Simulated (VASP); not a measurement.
Input of a VASP 6.6.1 run:

File INCAR:

```
PREC = Accurate
ENCUT = 600
EDIFF = 1E-6
ISMEAR = -1
SIGMA = 0.05
LREAL = F
LASPH = T
NELM = 80
ALGO = Normal
ISIF = 3
LWAVE = F
LCHARG = F
GGA = PE
IBRION = 2
NSW = 60
EDIFFG = -0.01
PSTRESS = 50.0
```

File KPOINTS:

```
Automatic mesh
0
Gamma
  8 8 8
```

POSCAR

```
Tl3S
1.0
   -2.3509700000      2.3509700000      5.1428010000
    2.3509700000     -2.3509700000      5.1428010000
    2.3509700000      2.3509700000     -5.1428010000
Tl S
3 1
Direct
    0.5000000000      0.5000000000      0.0000000000
    0.2500000000      0.7500000000      0.5000000000
    0.7500000000      0.2500000000      0.5000000000
    0.0000000000      0.0000000000      0.0000000000
```

Potentials or basis: VASP PAW PBE potentials, release 64 (Tl_d, S).

Command:

```bash
$ cat potpaw_PBE.64/Tl_d/POTCAR potpaw_PBE.64/S/POTCAR > POTCAR
$ mpirun -np 1 vasp_std > vasp.out
```

(1) Predict the band gap on the k mesh.

(2) Predict the relaxed volume.

(3) Predict the space group after relaxing (to 0.1 Å).

Results:

(1) zero (an odd number of electrons rules out a gap without spin polarisation).

(2) 25.34 Å³/atom.

(3) I4/mmm (No. 139).

Caveat: the cell is relaxed towards a set pressure, so the run minimises the enthalpy, not the energy; spin-orbit coupling is left out, which moves the levels of the heavy elements.
